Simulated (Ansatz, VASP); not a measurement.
## One calculation of BN, two programs

The input POSCAR:

```
BN
1.0
    2.5284002057      0.0000000000      0.0000000000
   -1.2642001029      2.1896588090      0.0000000000
    0.0000000000      0.0000000000      4.2268550000
B N
2 2
Direct
    0.6666666667      0.3333333333      0.9997240000
    0.3333333333      0.6666666667      0.4997240000
    0.6666666667      0.3333333333      0.6252760000
    0.3333333333      0.6666666667      0.1252760000
```

File INCAR.step1:

```
SYSTEM = BN
ALGO     = Normal         ! electronic algorithm
EDIFF    = 1E-5           ! SCF threshold, eV
ENCUT    = 910            ! plane-wave cutoff, eV
GGA      = PE             ! functional
GGA_COMPAT= .FALSE.      
ISMEAR   = 0              ! smearing method
LASPH    = .TRUE.         ! aspherical terms in the spheres
LCHARG   = .FALSE.        ! write CHGCAR
LREAL    = .FALSE.        ! projectors in reciprocal space
LWAVE    = .TRUE.         ! write WAVECAR
NBANDS   = 16             ! bands
NELM     = 120            ! most SCF steps
PREC     = Accurate       ! precision mode
SIGMA    = 0.05           ! smearing width, eV
```

The input INCAR.step2:

```
SYSTEM = BN
ALGO     = Normal         ! electronic algorithm
EDIFF    = 1E-6           ! SCF threshold, eV
ENCUT    = 910            ! plane-wave cutoff, eV
GGA_COMPAT= .FALSE.      
ISIF     = 2              ! what is computed and relaxed
ISMEAR   = 0              ! smearing method
ISTART   = 1            
LASPH    = .TRUE.         ! aspherical terms in the spheres
LCHARG   = .TRUE.         ! write CHGCAR
LELF     = .TRUE.         ! ELF
LMIXTAU  = .TRUE.       
LREAL    = .FALSE.        ! projectors in reciprocal space
LVHAR    = .TRUE.       
LWAVE    = .FALSE.        ! write WAVECAR
METAGGA  = R2SCAN         ! meta-GGA
NBANDS   = 16             ! bands
NELM     = 120            ! most SCF steps
PREC     = Accurate       ! precision mode
SIGMA    = 0.05           ! smearing width, eV
```

Contents of KPOINTS:

```
k-points
0
G
  12 12 6
  0 0 0
```

Input for Ansatz:

```yaml
crystal:
  lattice:
    - [2.5284002057, 0.0, 0.0]
    - [-1.2642001029, 2.189658809, 0.0]
    - [0.0, 0.0, 4.226855]
  atoms:
    - { symbol: B, position: [0.6666666667, 0.3333333333, 0.999724] }
    - { symbol: B, position: [0.3333333333, 0.6666666667, 0.499724] }
    - { symbol: "N", position: [0.6666666667, 0.3333333333, 0.625276] }
    - { symbol: "N", position: [0.3333333333, 0.6666666667, 0.125276] }
basis:
  ecutwfc: 500
kpoints:
  mp_grid: { grid: [12, 12, 6] }
hamiltonian:
  xc: r2scan
scf:
  occupations: { method: gaussian, width: 0.05 }
output:
  forces: true
  stress: true
  eigenvalues: true
```

Change from the starting cell: strain -0.0100 x Voigt [1, 1, 0, 0, 0, 0], atoms carried along.

Alike in both runs: task single point; functional r2SCAN; k mesh 12 × 12 × 6; occupations gaussian, width 0.05 eV; no spin polarisation.

```csv
,VASP,Ansatz
version,VASP 6.6.1,Ansatz 0.2.0
potentials or method,"VASP PAW PBE potentials, release 64 (B_h, N_h), cutoff 910 eV","scalar-relativistic, plane waves, PAW"
valence electrons in the cell,16,16
```

Ansatz gave:

```
gap on the k mesh at the Fermi level (eV) : 5.69
least direct gap on the mesh (eV)         : 9.02
rms of the force components (eV/Å)        : 0.007
```

Q: Estimate VASP's values.

A: gap on the k mesh at the Fermi level (eV): 5.67; least direct gap on the mesh (eV): 9.01; rms of the force components (eV/Å): 0.009.

VASP's potentials were made for PBE, not for r2SCAN. Atom by atom the forces differ by 0.001 eV/Å (rms over components).

Noted on VASP's run: the cutoff is short for stress, so the pressure is rough.
